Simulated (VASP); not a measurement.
Li2ZrP2:

```
Li Zr P
1.0
    -1.81287    1.81287    5.86521
     1.81287   -1.81287    5.86521
     1.81287    1.81287   -5.86521
Li Zr P
2 1 2
Direct
  0.75000 0.25000 0.50000
  0.25000 0.75000 0.50000
  0.00000 0.00000 0.00000
  0.35700 0.35700 0.00000
  0.64300 0.64300 0.00000
```

```yaml
Program: VASP 6.6.1
Task: relaxation of cell and atoms
Functional: PBE
Potentials_or_basis: VASP PAW PBE potentials, release 64 (Li_sv, Zr_sv, P)
Cutoff: 600 eV
k_mesh: 6 × 6 × 6
Occupations: gaussian, width 0.1 eV
Spin: no spin polarisation
```

At the start: pressure -0.1 GPa; volume 15.42 Å³/atom.

Question: Where does the relaxation end?

Answer: Over 13 steps the energy falls by 387.5 meV/atom and the volume is 14.78 Å³/atom (-4.1 %); space group I4/mmm (No. 139, to 0.1 Å) before and after.

Step by step:
```tsv
step	energy change (eV)	largest force (eV/Å)	pressure (GPa)	volume (Å³)
1	0.0000	4.1153	-0.10	77.10
2	-1.2750	2.2829	-3.11	76.98
3	-1.8391	0.9603	-2.14	76.71
4	-1.8745	0.4722	-3.82	76.80
5	-1.8920	0.1510	-3.52	76.78
6	-1.8935	0.0322	-3.38	76.77
7	-1.9131	0.3879	2.17	72.28
8	-1.9258	0.2142	-0.12	73.96
9	-1.9311	0.0722	0.03	73.73
10	-1.9327	0.0821	0.23	73.48
11	-1.9353	0.1013	0.10	73.68
12	-1.9361	0.1299	-0.02	73.88
13	-1.9374	0.0033	0.11	73.92
```

Final structure:
```
Li Zr P
1.0
    -1.79869    1.79869    5.71193
     1.79869   -1.79869    5.71193
     1.79869    1.79869   -5.71193
Li Zr P
2 1 2
Direct
  0.75000 0.25000 0.50000
  0.25000 0.75000 0.50000
  0.00000 0.00000 0.00000
  0.39593 0.39593 0.00000
  0.60407 0.60407 0.00000
```

Caveat: the cutoff is under 1.25 times the usual one of these potentials, so pressure, stress and relaxed cells hold a basis-set (Pulay) error.
